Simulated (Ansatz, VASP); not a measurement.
# One calculation of Rh, two programs

```
Rh
1.0
    -1.58151    1.58151    1.58151
     1.58151   -1.58151    1.58151
     1.58151    1.58151   -1.58151
Rh
1
Direct
  0.00000 0.00000 0.00000
```

Alike in both runs: task single point; functional r2SCAN; k mesh 16 × 16 × 16; occupations fermi-dirac, width 0.1 eV; no spin polarisation.

|  | VASP | Ansatz |
| --- | --- | --- |
| version | VASP 6.6.1 | Ansatz 0.2.0 |
| potentials or method | VASP PAW PBE potentials, release 64 (Rh_pv), cutoff 520 eV | plane waves (500 eV) with PAW, scalar-relativistic |
| valence electrons in the cell | 15 | 17 |

```tsv
	VASP	Ansatz	Ansatz less VASP
pressure (GPa)	-20.6	-21.4	-0.84
```

VASP's potentials were made for PBE, not for r2SCAN. With one functional, cell and mesh, what is left measures potentials, basis and numerics. VASP's potentials hold 15 valence electrons a cell and Ansatz's 17, so a difference there can come from the potentials and not from the codes.
